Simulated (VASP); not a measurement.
SrCuSi:

```
CELL_PARAMETERS angstrom
4.08884 0.00000 0.00000
-2.04442 3.54104 0.00000
0.00000 0.00000 9.36502
ATOMIC_POSITIONS crystal
Sr 0.00000 0.00000 0.50000
Sr 0.00000 0.00000 0.00000
Si 0.66667 0.33333 0.75000
Si 0.33333 0.66667 0.25000
Cu 0.66667 0.33333 0.25000
Cu 0.33333 0.66667 0.75000
```

```yaml
Program: VASP 6.6.1
Task: relaxation of volume and atoms at fixed shape
Functional: LDA
Potentials_or_basis: VASP PAW LDA potentials, release 64 (Sr_sv, Si, Cu)
Cutoff: 600 eV
k_mesh: 6 × 6 × 3
Occupations: fermi-dirac, width 0.05 eV
Spin: no spin polarisation
```

At the start: pressure -3.5 GPa; volume 22.60 Å³/atom.

**Question.** Where does the relaxation end?

**Answer.** Over 3 steps the energy falls by 14.8 meV/atom and the volume is 21.33 Å³/atom (-5.6 %); space group P6_3/mmc (No. 194, to 0.05 Å).

Step by step:
```
step  energy change (eV)  largest force (eV/Å)  pressure (GPa)  volume (Å³)
   1              0.0000                0.0000           -3.54       135.59
   2             -0.0818                0.0000            1.10       126.02
   3             -0.0886                0.0000            0.01       127.97
```

Final structure:
```
Sr Si Cu
1.0
     4.01073    0.00000    0.00000
    -2.00536    3.47339    0.00000
     0.00000    0.00000    9.18611
Sr Si Cu
2 2 2
Direct
  0.00000 0.00000 0.50000
  0.00000 0.00000 0.00000
  0.66667 0.33333 0.75000
  0.33333 0.66667 0.25000
  0.66667 0.33333 0.25000
  0.33333 0.66667 0.75000
```
